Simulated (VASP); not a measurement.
Crystal: CdIn2O4.

```xyz
14
Lattice="0.0000 4.5830 4.5830 4.5830 0.0000 4.5830 4.5830 4.5830 0.0000" Properties=species:S:1:pos:R:3 pbc="T T T"
Cd    0.0000    0.0000    0.0000
Cd    2.2915    2.2915    2.2915
In    5.7287    5.7287    5.7287
In    5.7287    3.4373    3.4373
In    3.4372    3.4372    5.7287
In    3.4373    5.7287    3.4372
O     7.9286    7.9286    7.9286
O     3.5289    5.6371    5.6371
O     5.8204    5.8204    7.9286
O     5.6371    3.5289    5.6371
O     7.9286    5.8204    5.8204
O     3.5289    3.5289    3.5289
O     5.8204    7.9286    5.8204
O     5.6371    5.6371    3.5289
```

```yaml
Program: VASP 6.6.1
Task: relaxation of cell and atoms
Functional: PBEsol
Potentials_or_basis: VASP PAW PBE potentials, release 64 (Cd, In_d, O)
Cutoff: 600 eV
k_mesh: 6 × 6 × 6
Occupations: gaussian, width 0.03 eV
Spin: no spin polarisation
```

At the start: pressure 0.9 GPa; volume 13.75 Å³/atom.

Question: How do energy, volume and symmetry change on relaxing?

Answer: Over 5 steps the energy falls by 12.5 meV/atom and the volume is 13.93 Å³/atom (+1.3 %); space group Fd-3m (No. 227, to 0.1 Å) before and after.

The path:
```tsv
step	energy change (eV)	largest force (eV/Å)	pressure (GPa)	volume (Å³)
1	0.0000	0.9256	0.92	192.52
2	-0.1746	0.0262	0.20	194.73
3	-0.1749	0.0081	0.17	194.81
4	-0.1749	0.0083	-0.15	195.24
5	-0.1750	0.0015	0.00	195.04
```

Final structure:
```
CELL_PARAMETERS angstrom
0.00000 4.60293 4.60293
4.60293 0.00000 4.60293
4.60293 4.60293 0.00000
ATOMIC_POSITIONS crystal
Cd 0.00000 0.00000 0.00000
Cd 0.25000 0.25000 0.25000
In 0.62500 0.62500 0.62500
In 0.12500 0.62500 0.62500
In 0.62500 0.62500 0.12500
In 0.62500 0.12500 0.62500
O 0.86209 0.86209 0.86209
O 0.83626 0.38791 0.38791
O 0.86209 0.86209 0.41374
O 0.38791 0.83626 0.38791
O 0.41374 0.86209 0.86209
O 0.38791 0.38791 0.38791
O 0.86209 0.41374 0.86209
O 0.38791 0.38791 0.83626
```

Caveat: the PAW data sets were made with another functional, which shifts forces and pressure a little.
